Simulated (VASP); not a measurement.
Crystal: Ta3Cd.

```
Ta Cd
1.0
     6.47171    0.00000    0.00000
    -3.23586    5.60467    0.00000
     0.00000    0.00000    4.58994
Ta Cd
6 2
Direct
  0.32780 0.00000 0.01843
  0.00000 0.32780 0.01843
  0.67220 0.67220 0.01843
  0.67220 0.00000 0.51843
  0.32780 0.32780 0.51843
  0.00000 0.67220 0.51843
  0.00000 0.00000 0.25000
  0.00000 0.00000 0.75000
```

* Program: VASP 6.6.1
* Task: relaxation of cell and atoms
* Functional: PBE
* Potentials or basis: VASP PAW PBE potentials, release 64 (Ta_pv, Cd)
* Cutoff: 600 eV
* k mesh: 3 × 3 × 4
* Occupations: gaussian, width 0.1 eV
* Spin: no spin polarisation

At the start: pressure 34.7 GPa; volume 20.81 Å³/atom.

How do energy, volume and symmetry change on relaxing?

Over 22 steps the energy falls by 2516.5 meV/atom and the volume is 19.15 Å³/atom (-8.0 %); space group P6/mmm (No. 191, to 0.05 Å).

Step by step:
```csv
step,energy change (eV),largest force (eV/Å),pressure (GPa),volume (Å³)
1,0.0000,9.4044,34.70,166.49
2,2.5810,1.1042,-20.28,300.39
3,-7.1715,1.7172,-14.93,210.21
4,-7.4537,2.1636,-12.23,203.66
5,-7.5313,2.7090,-8.79,197.25
6,-10.3378,1.9182,-0.70,173.92
7,-11.1910,2.1790,13.13,155.85
8,-12.6318,2.2275,11.36,154.28
9,-16.5451,1.0324,10.76,148.96
10,-18.8925,0.4790,24.00,135.92
11,-19.0412,0.5398,17.86,139.81
12,-19.1376,0.3952,20.31,137.92
13,-20.0863,0.2575,-2.50,155.85
14,-20.1024,0.2727,-0.29,153.52
15,-20.1022,0.2705,-0.60,153.84
16,-20.1111,0.2513,-0.41,153.67
17,-20.1146,0.2304,-0.19,153.47
18,-20.1198,0.1988,0.10,153.17
19,-20.1262,0.1026,0.98,152.25
20,-20.1294,0.0727,0.58,152.63
21,-20.1313,0.0294,-0.02,153.21
22,-20.1318,0.0266,-0.04,153.24
```

Final structure:
```xyz
8
Lattice="5.5777 0.0000 0.0000 -2.7888 4.8304 0.0000 0.0000 0.0000 5.6876" Properties=species:S:1:pos:R:3 pbc="T T T"
Ta    2.7920    0.0000    0.0769
Ta    4.1817    2.4179    0.0769
Ta    1.3928    2.4125    0.0769
Ta   -0.0031    4.8304    2.9208
Ta    1.3960    2.4179    2.9208
Ta   -1.3928    2.4125    2.9208
Cd    2.7888    4.8304    1.5056
Cd    2.7888    4.8304    4.3494
```

Caveat: the k points lie up to 0.43 Å⁻¹ apart in the final cell.
